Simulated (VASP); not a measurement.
SiO2:

```xyz
12
Lattice="4.9792 0.0000 0.0000 0.0000 4.9792 0.0000 0.0000 0.0000 6.9149" Properties=species:S:1:pos:R:3 pbc="T T T"
Si    1.5060    1.5060    0.0000
Si    0.9836    3.9956    1.7287
Si    3.4732    3.4732    3.4574
Si    3.9956    0.9836    5.1862
O     1.1859    0.5441    1.2547
O     1.9455    3.6755    2.9835
O     3.7933    4.4351    4.7122
O     3.0337    1.3037    6.4409
O     3.6755    1.9455    3.9314
O     4.4351    3.7933    2.2027
O     1.3037    3.0337    0.4740
O     0.5441    1.1859    5.6601
```

Base run:

* Program: VASP 6.6.1
* Functional: PBE
* Potentials or basis: VASP PAW PBE potentials, release 64 (Si, O)
* Cutoff: 520 eV
* k mesh: 6 × 6 × 4
* Occupations: gaussian, width 0.01 eV
* Spin: no spin polarisation

Its results: band gap on the k mesh 5.73 eV; pressure 4.8 GPa; largest force 0.269 eV/Å.

**Question.** The run is repeated on the same cell with these changes: functional from PBE to r2SCAN; further incar settings from ALGO = Normal; EDIFF = 1e-06; NBANDS = 44 to ALGO = Normal; EDIFF = 1e-07; NBANDS = 44. What comes out?

**Answer.** Band gap on the k mesh 6.35 eV; pressure 0.2 GPa; largest force 0.027 eV/Å.

Caveats: the cell stands under pressure (at least some runs); the PAW data sets were made with another functional, which shifts forces and pressure a little (at least some runs).

A k mesh can miss the band edges.
